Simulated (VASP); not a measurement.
# Ir (Fm-3m) in VASP: notebook

The runs below take Ir through single point, with PBE.

All numbers are computed with VASP 6.6.1; they aren't measurements. Logs are shortened: lines on timing, memory, paths and dates and some standing lists are left out, and cuts for length are marked.

## (1) The cell of the first run

Symmetry: Fm-3m, No. 225, cubic system. The conventional cell has a = 3.793 Å, b = 3.793 Å, c = 3.793 Å, α = 90.00°, β = 90.00°, γ = 90.00°. Ir (site symmetry m-3m) has 12 Ir at 2.68 Å within 3.5 Å.

## (2) Single point, PBE

File INCAR:

```
PREC = Accurate
ENCUT = 500
EDIFF = 1E-6
ISMEAR = 0
SIGMA = 0.1
LREAL = False
LASPH = True
NELM = 120
ALGO = Normal
ISIF = 2
LWAVE = False
LCHARG = False
GGA = PE
NBANDS = 16
GGA_COMPAT = False
```

File KPOINTS:

```
Automatic mesh
0
Gamma
  18 18 14
```

File POSCAR:

```
Ir
1.0
    1.8966197838      1.8966197838      0.0000000000
   -1.8966197838      1.8966197838      0.0000000000
    0.0000000000      0.0000000000      3.7932395676
Ir
2
Direct
    0.0000000000      0.0000000000      0.0000000000
    0.5000000000      0.5000000000      0.5000000000
```

Potentials or basis: VASP PAW PBE potentials, release 64 (Ir).

Command:

```console
$ cat potpaw_PBE.64/Ir/POTCAR > POTCAR
$ mpirun -np 1 vasp_std > vasp.out
```

OUTCAR:

```text
PREC = Accurate
   ENCUT = 500
   EDIFF = 1E-6
   ISMEAR = 0
   LREAL = False
   LASPH = True
   NELM = 120
   ISIF = 2
   GGA = PE

 ion  position               nearest neighbor table
   1  0.000  0.000  0.000-   2 2.68   2 2.68   2 2.68   2 2.68   2 2.68   2 2.68   2 2.68   2 2.68

   2  0.500  0.500  0.500-   1 2.68   1 2.68   1 2.68   1 2.68   1 2.68   1 2.68   1 2.68   1 2.68

  LATTYP: Found a simple tetragonal cell.
 ALAT       =     2.6822254209
 C/A-ratio  =     1.4142135624

  Lattice vectors:

 A1 = (   1.8966197838,   1.8966197838,   0.0000000000)
 A2 = (  -1.8966197838,   1.8966197838,   0.0000000000)
 A3 = (   0.0000000000,   0.0000000000,   3.7932395676)

Analysis of symmetry for initial positions (statically):
=====================================================================
 Subroutine PRICEL returns following result:

  LATTYP: Found a face centered cubic cell.
 ALAT       =     3.7932395676

  Lattice vectors:

 A1 = (   0.0000000000,  -1.8966197838,  -1.8966197838)
 A2 = (   1.8966197838,   0.0000000000,  -1.8966197838)
 A3 = (   1.8966197838,  -1.8966197838,   0.0000000000)

   2 primitive cells build up your supercell.

 Routine SETGRP: Setting up the symmetry group for a
 simple tetragonal supercell.

 Subroutine GETGRP returns: Found 16 space group operations
 (whereof 16 operations were pure point group operations)
 out of a pool of 16 trial point group operations.

The static configuration has the point symmetry D_4h.

Analysis of symmetry for dynamics (positions and initial velocities):
=====================================================================
 Subroutine PRICEL returns following result:

  LATTYP: Found a face centered cubic cell.
 ALAT       =     3.7932395676

  Lattice vectors:

 A1 = (   0.0000000000,  -1.8966197838,  -1.8966197838)
 A2 = (   1.8966197838,   0.0000000000,  -1.8966197838)
 A3 = (   1.8966197838,  -1.8966197838,   0.0000000000)

   2 primitive cells build up your supercell.

 Routine SETGRP: Setting up the symmetry group for a
 simple tetragonal supercell.

 Subroutine GETGRP returns: Found 16 space group operations
 (whereof 16 operations were pure point group operations)
 out of a pool of 16 trial point group operations.

The dynamic configuration has the point symmetry D_4h.

 Subroutine INISYM returns: Found 16 space group operations
 (whereof 16 operations are pure point group operations),
 and found     2 'primitive' translations

----------------------------------------------------------------------------------------

                                     Primitive cell

  volume of cell :      13.6449

  direct lattice vectors                    reciprocal lattice vectors
     0.000000000 -1.896619784 -1.896619784    -0.263626903 -0.263626903 -0.263626903
     1.896619784  0.000000000 -1.896619784     0.263626903  0.263626903 -0.263626903
     1.896619784 -1.896619784  0.000000000     0.263626903 -0.263626903  0.263626903

  length of vectors
     2.682225421  2.682225421  2.682225421     0.456615190  0.456615190  0.456615190

  position of ions in fractional coordinates (direct lattice)
     0.000000000  0.000000000  0.000000000

  ion indices of the primitive-cell ions
   primitive index   ion index
                 1           1

----------------------------------------------------------------------------------------

 KPOINTS: Automatic mesh

Automatic generation of k-mesh.
 Grid dimensions read from file:
 generate k-points for:   18   18   14

 Generating k-lattice:

  Cartesian coordinates                     Fractional coordinates (reciprocal lattice)
     0.014645939  0.014645939  0.000000000     0.055555556  0.000000000  0.000000000
    -0.014645939  0.014645939  0.000000000     0.000000000  0.055555556  0.000000000
     0.000000000  0.000000000  0.018830493     0.000000000  0.000000000  0.071428571

  Length of vectors
     0.020712486  0.020712486  0.018830493

  Shift w.r.t. Gamma in fractional coordinates (k-lattice)
     0.000000000  0.000000000  0.000000000

 Subroutine IBZKPT returns following result:
 ===========================================

 Found    440 irreducible k-points:

 Following reciprocal coordinates:
            Coordinates               Weight
  0.000000  0.000000  0.000000      1.000000
  0.055556  0.000000  0.000000      4.000000
  0.111111  0.000000  0.000000      4.000000
  0.166667  0.000000  0.000000      4.000000
  0.222222  0.000000  0.000000      4.000000
  0.277778  0.000000  0.000000      4.000000
[... 16 lines left out ...]
  0.277778  0.111111  0.000000      8.000000
  0.333333  0.111111  0.000000      8.000000
 [... further k-points ...]
   k-points           NKPTS =    440   k-points in BZ     NKDIM =    440   number of bands    NBANDS=     16
   number of dos      NEDOS =    301   number of ions     NIONS =      2
   total plane-waves  NPLWV =  11200
   dimension x,y,z NGX =    20 NGY =   20 NGZ =   28
   dimension x,y,z NGXF=    40 NGYF=   40 NGZF=   56
   ions per type =               2
   NGX,Y,Z   is equivalent  to a cutoff of  12.40, 12.40, 12.27 a.u.
   NGXF,Y,Z  is equivalent  to a cutoff of  24.79, 24.79, 24.54 a.u.
 SYSTEM =  unknown system
   PREC   = accura    normal or accurate (medium, high low for compatibility)
   ISTART =      0    job   : 0-new  1-cont  2-samecut
   ICHARG =      2    charge: 1-file 2-atom 10-const
   ISPIN  =      1    spin polarized calculation?
   LNONCOLLINEAR =      F non collinear calculations
   LSORBIT =      F    spin-orbit coupling
   LASPH  =      T    aspherical Exc in radial PAW
   ENCUT  =  500.0 eV  36.75 Ry    6.06 a.u.   4.89  4.89  6.92*2*pi/ulx,y,z
   NELM   =    120;   NELMIN=  2; NELMDL= -5     # of ELM steps
   EDIFF  = 0.1E-05   stopping-criterion for ELM
   LREAL  =      F    real-space projection
   EDIFFG = 0.1E-04   stopping-criterion for IOM
   NSW    =      0    number of steps for IOM
   IBRION =     -1    ionic relax: 0-MD 1-quasi-New 2-CG
   NFREE  =      0    steps in history (QN), initial steepest desc. (CG)
   ISIF   =      2    stress and relaxation
   ISYM   =      2    0-nonsym 1-usesym 2-fastsym
   POTIM  = 0.5000    time-step for ionic-motion
   TEBEG  =    0.0;   TEEND  =   0.0 temperature during run
   PSTRESS=    0.0 pullay stress
   NELECT =      18.0000    total number of electrons
   NUPDOWN=      -1.0000    fix difference up-down
   EMIN   =  10.00;   EMAX   =-10.00  energy-range for DOS
   EFERMI =   0.00;   METHOD = LEGACY
   ISMEAR =     0;   SIGMA  =   0.10  broadening in eV -4-tet -1-fermi 0-gaus
   EFERMI_NEDOS =   21; number of points for ismear=-14 and -15
   IALGO  =     38    algorithm
   IMIX   =      4    mixing-type and parameters
     AMIX     =   0.40;   BMIX     =  1.00
     AMIX_MAG =   1.60;   BMIX_MAG =  1.00
  volume/ion in A,a.u.               =      13.64        92.08
  Fermi-wavevector in a.u.,A,eV,Ry     =   1.425056  2.692966 27.630518  2.030786
  Thomas-Fermi vector in A             =   2.545481
   LORBIT       =      0    0 simple, 1 ext, 2 COOP (PROOUT), +10 PAW based schemes
   GGA     = PE    functional components
   LHFCALC =     F    Hartree Fock is set to
   AEXX    =    0.0000 exact exchange contribution
   IVDW    =     0    specifies the selected vdW correction
   LEPSILON=     F    determine dielectric tensor
   LRPA    =     F    only Hartree local field effects (RPA)
 non-spin polarized calculation
 Gauss-broadening in eV      SIGMA  =   0.10
  energy-cutoff  :      500.00
  volume of cell :       27.29
 maximum number of plane-waves:       720
 NGX is ok and might be reduce to    20
   NGX =  9   NGY =  9   NGZ = 13

 number of electron      17.9999999 magnetization

 Free energy of the ion-electron system (eV)
  ---------------------------------------------------
  ext. energy  EPLUGINS =         0.00000000
  ---------------------------------------------------
  free energy    TOTEN  =       -17.57493651 eV

  energy without entropy =      -17.56665343  energy(sigma->0) =      -17.57079497

 E-fermi :  11.0541     XC(G=0): -14.2045

 val. band max:       11.0489928785   @ k =   0.1111   0.0000   0.1429
 cond. band min:      11.0562603318   @ k =   0.5000   0.3889   0.1429
 fundamental gap:      0.0072674533
 Fermi energy:        11.0541414116

 k-point     1 :       0.0000    0.0000    0.0000
  band No.  band energies     occupation
      1      -0.4681      2.00000
      2       2.7035      2.00000
      3       3.2976      2.00000
      4       6.9379      2.00000
      5       6.9418      2.00000
      6       6.9418      2.00000
[... 8 lines left out ...]
     15      22.9307      0.00000
     16      25.2916      0.00000

 k-point     2 :       0.0556    0.0000    0.0000
  band No.  band energies     occupation
      1      -0.3724      2.00000
      2       2.7769      2.00000
      3       3.3656      2.00000
      4       6.8827      2.00000
      5       6.9795      2.00000
      6       6.9915      2.00000
[... 8 lines left out ...]
     15      23.2030      0.00000
     16      25.4615      0.00000

 k-point     3 :       0.1111    0.0000    0.0000
  band No.  band energies     occupation
      1      -0.0910      2.00000
      2       2.9732      2.00000
      3       3.5817      2.00000
      4       6.7184      2.00000
      5       7.0919      2.00000
      6       7.1378      2.00000
[... 8 lines left out ...]
     15      23.8711      0.00000
     16      25.9487      0.00000

 k-point     4 :       0.1667    0.0000    0.0000
  band No.  band energies     occupation
      1       0.3591      2.00000
      2       3.2405      2.00000
      3       3.9600      2.00000
      4       6.4833      2.00000
      5       7.2768      2.00000
      6       7.3262      2.00000
[... 8 lines left out ...]
     15      24.9215      0.00000
     16      26.6901      0.00000

 k-point     5 :       0.2222    0.0000    0.0000
  band No.  band energies     occupation
      1       0.9507      2.00000
      2       3.5470      2.00000
      3       4.4645      2.00000
      4       6.2216      2.00000
      5       7.4627      2.00000
      6       7.5308      2.00000
[... 8 lines left out ...]
     15      26.2300      0.00000
     16      27.5785      0.00000

 k-point     6 :       0.2778    0.0000    0.0000
  band No.  band energies     occupation
      1       1.6478      2.00000
      2       3.8849      2.00000
      3       5.0000      2.00000
      4       5.9773      2.00000
      5       7.4507      2.00000
      6       7.6289      2.00000
[... 8 lines left out ...]
     15      26.7218      0.00000
     16      27.7187      0.00000
[... 267 lines left out ...]
 k-point    21 :       0.1667    0.1111    0.0000
  band No.  band energies     occupation
      1       0.7159      2.00000
      2       3.5599      2.00000
      3       4.1725      2.00000
      4       6.1084      2.00000
      5       7.5985      2.00000
      6       7.6160      2.00000
[... 8 lines left out ...]
     15      24.6652      0.00000
     16      27.3334      0.00000

 k-point    22 :       0.2222    0.1111    0.0000
  band No.  band energies     occupation
      1       1.2860      2.00000
      2       3.8732      2.00000
      3       4.6372      2.00000
      4       5.8297      2.00000
      5       7.7013      2.00000
      6       7.7307      2.00000
[... 8 lines left out ...]
     15      25.3327      0.00000
     16      28.1377      0.00000

 k-point    23 :       0.2778    0.1111    0.0000
  band No.  band energies     occupation
      1       1.9493      2.00000
      2       4.2148      2.00000
      3       5.0954      2.00000
      4       5.5776      2.00000
      5       7.0335      2.00000
      6       7.5051      2.00000
[... 8 lines left out ...]
     15      26.2887      0.00000
     16      27.2657      0.00000

 k-point    24 :       0.3333    0.1111    0.0000
  band No.  band energies     occupation
      1       2.6613      2.00000
      2       4.5899      2.00000
      3       5.3816      2.00000
      4       5.3833      2.00000
      5       6.4380      2.00000
      6       7.1461      2.00000
[... 8 lines left out ...]
     15      26.3645      0.00000
     16      27.2783      0.00000

 [... further k-points ...]

------------------------ aborting loop because EDIFF is reached ----------------------------------------

  FORCE on cell =-STRESS in cart. coord.  units (eV):
  Direction    XX          YY          ZZ          XY          YZ          ZX
  --------------------------------------------------------------------------------------
  -------------------------------------------------------------------------------------
  Total        4.3136514      4.3136514      4.3377559      0.0000000      0.0000000      0.0000000
  in kB      253.2531243    253.2531243    254.6682919      0.0000000      0.0000000      0.0000000
  external PRESSURE =     253.7248468 kB  Pullay stress =       0.0000000 kB

 VOLUME and BASIS-vectors are now :
 -----------------------------------------------------------------------------
  energy-cutoff  :      500.00
  volume of cell :       27.29
      direct lattice vectors                 reciprocal lattice vectors
     1.896619784  1.896619784  0.000000000     0.263626903  0.263626903  0.000000000
    -1.896619784  1.896619784  0.000000000    -0.263626903  0.263626903  0.000000000
     0.000000000  0.000000000  3.793239568     0.000000000  0.000000000  0.263626903

 POSITION                                       TOTAL-FORCE (eV/Angst)
 -----------------------------------------------------------------------------------
      0.00000      0.00000      0.00000        -0.000000      0.000000     -0.000000
      0.00000      1.89662      1.89662         0.000000     -0.000000      0.000000
 -----------------------------------------------------------------------------------
    total drift:                               -0.000000      0.000000      0.000000

  FREE ENERGIE OF THE ION-ELECTRON SYSTEM (eV)
  ---------------------------------------------------
  free  energy   TOTEN  =       -17.5749365091 eV

  energy  without entropy=      -17.5666534337  energy(sigma->0) =      -17.57079497
```

Run time: 1.7 min. Hardware: 1 thread of AMD EPYC 7R13, shared host; peak memory 0.23 GiB.

What came out:

```yaml
Free_energy: -17.5749 eV
Pressure: 25.4 GPa
Band_gap_on_the_k_mesh: zero (bands 9 and 10 overlap by 3.57 eV)
```

Levels at points of the mesh, in eV from the Fermi level:
| k point | band 5 | band 6 | band 7 | band 8 | band 9 | band 10 | band 11 | band 12 | band 13 | band 14 |
| --- | --- | --- | --- | --- | --- | --- | --- | --- | --- | --- |
| (0.00, 0.00, 0.00) | -4.11 | -4.11 | -1.27 | -1.26 | 0.93 | 1.58 | 1.58 | 1.69 | 11.02 | 11.88 |
| (0.50, 0.00, 0.00) | -4.83 | -4.83 | -2.59 | -2.59 | -1.46 | -1.46 | 3.03 | 3.03 | 11.96 | 11.96 |
| (0.50, 0.50, 0.00) | 0.93 | 0.93 | 1.57 | 1.57 | 1.58 | 1.58 | 1.69 | 1.69 | 11.02 | 11.02 |
| (0.00, 0.00, 0.50) | -3.22 | -3.22 | -2.00 | -2.00 | -2.00 | -2.00 | -0.25 | -0.25 | 18.12 | 18.12 |
| (0.50, 0.00, 0.50) | -4.23 | -4.23 | -0.86 | -0.86 | 0.96 | 0.96 | 0.96 | 0.96 | 7.64 | 7.64 |
| (0.50, 0.50, 0.50) | -5.14 | -5.14 | -1.92 | -1.92 | 1.58 | 1.58 | 8.55 | 8.55 | 9.33 | 9.33 |

Caveat: the cell stands under pressure; spin-orbit coupling is left out, which moves the levels of the heavy elements.

(Part 1 of 2 ends here.)
